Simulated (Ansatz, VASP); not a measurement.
AlCu: VASP beside Ansatz

INCAR

```
SYSTEM = AlCu
  PREC = Accurate
  ENCUT = 600
  EDIFF = 1E-6
  ISMEAR = -1
  SIGMA = 0.1
  LREAL = .False.
  LASPH = .True.
  NELM = 60
  ALGO = Normal
  ISIF = 3
  LWAVE = .False.
  LCHARG = .False.
  GGA = PS
  IBRION = 2
  NSW = 60
  EDIFFG = -0.005
```

The input KPOINTS:

```
regular mesh
0
Gamma
  14 14 14
  0 0 0
```

File POSCAR:

```
AlCu
1.0
    0.0000000000      2.5189918944      2.5189918944
    2.5189918944      0.0000000000      2.5189918944
    2.5189918944      2.5189918944      0.0000000000
Cu Al
1 1
Direct
    0.0000000000      0.0000000000      0.0000000000
    0.5000000000      0.5000000000      0.5000000000
```

Input for Ansatz:

```yaml
crystal:
  lattice:
    - [0.0, 2.5189918944, 2.5189918944]
    - [2.5189918944, 0.0, 2.5189918944]
    - [2.5189918944, 2.5189918944, 0.0]
  atoms:
    - { symbol: Cu, position: [0.0, 0.0, 0.0] }
    - { symbol: Al, position: [0.5, 0.5, 0.5] }
kpoints:
  mp_grid: { grid: [14, 14, 14] }
scf:
  occupations: { method: fermi_dirac, width: 0.1 }
hamiltonian:
  xc: pbesol
  pseudopotentials: { kind: paw }
output:
  forces: true
  stress: true
relax:
  f_tol: 0.005
  max_steps: 40
  cell: {}
```

Alike in both runs: task relaxation of cell and atoms; functional PBEsol; k mesh 14 × 14 × 14; occupations fermi-dirac, width 0.1 eV; no spin polarisation.

|  | VASP | Ansatz |
| --- | --- | --- |
| version | VASP 6.6.1 | Ansatz 0.2.0 |
| potentials or method | VASP PAW PBE potentials, release 64 (Cu, Al) | PAW with Ansatz's default frozen-core files, scalar-relativistic |
| plane-wave cutoff (eV) | 600 | 420 |
| valence electrons in the cell | 14 | 22 |

VASP gave:

```
relaxed volume (Å³/atom)                                     : 15.52
relaxed cell length with the largest relative difference (Å) : 3.527
```

**Question.** Which values does Ansatz return?

**Answer.** Relaxed volume (Å³/atom): 15.47; relaxed cell length with the largest relative difference (Å): 3.524.

VASP's potentials were made for PBE, not for PBEsol. VASP's potentials hold 14 valence electrons a cell and Ansatz's 22, so a difference there can come from the potentials and not from the codes.
